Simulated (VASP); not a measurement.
## Al: single point with PBEsol+D3(BJ)

Al:

```
CELL_PARAMETERS angstrom
2.80063 0.00000 0.00000
-1.40032 2.42542 0.00000
0.00000 0.00000 9.00907
ATOMIC_POSITIONS crystal
Al 0.00000 0.00000 0.00000
Al 0.33333 0.66667 0.25000
Al 0.00000 0.00000 0.50000
Al 0.66667 0.33333 0.75000
```

This isn't the form of Al at room conditions, which is fcc.

* Program: VASP 6.6.1
* Task: single point
* Functional: PBEsol
* Dispersion: D3(BJ)
* Potentials or basis: VASP PAW PBE potentials, release 64 (Al)
* Cutoff: 520 eV
* k mesh: 18 × 18 × 6
* Occupations: gaussian, width 0.15 eV
* Spin: no spin polarisation

```
Pressure                   : 2.0 GPa
Band gap on the k mesh     : zero (bands 6 and 7 overlap by 5.87 eV)
Dispersion energy per atom : -0.343 eV
```

Stress tensor (GPa, compression positive):
```
1.21 0.00 0.00
0.00 1.21 0.00
0.00 0.00 3.56
```

Levels at points of the mesh, in eV from the Fermi level:
```csv
k point,band 3,band 4,band 5,band 6,band 7,band 8,band 9,band 10
"(0.00, 0.00, 0.00)",-9.84,-4.80,-4.28,3.89,3.91,11.01,11.01,11.14
"(0.50, 0.00, 0.00)",-4.15,-4.10,-3.43,-3.37,0.83,1.25,1.61,1.93
"(0.00, 0.00, 0.50)",-7.61,-7.61,-0.67,-0.67,9.03,9.03,11.35,11.35
"(0.50, 0.00, 0.50)",-5.05,-5.05,-1.91,-1.91,-1.21,-1.21,4.91,4.91
```

Wall time 2.8 min on 1 thread of Intel Xeon 8259CL (shared host), peak memory 0.25 GiB.

Caveat: the PAW data sets were made with another functional, which shifts forces and pressure a little.
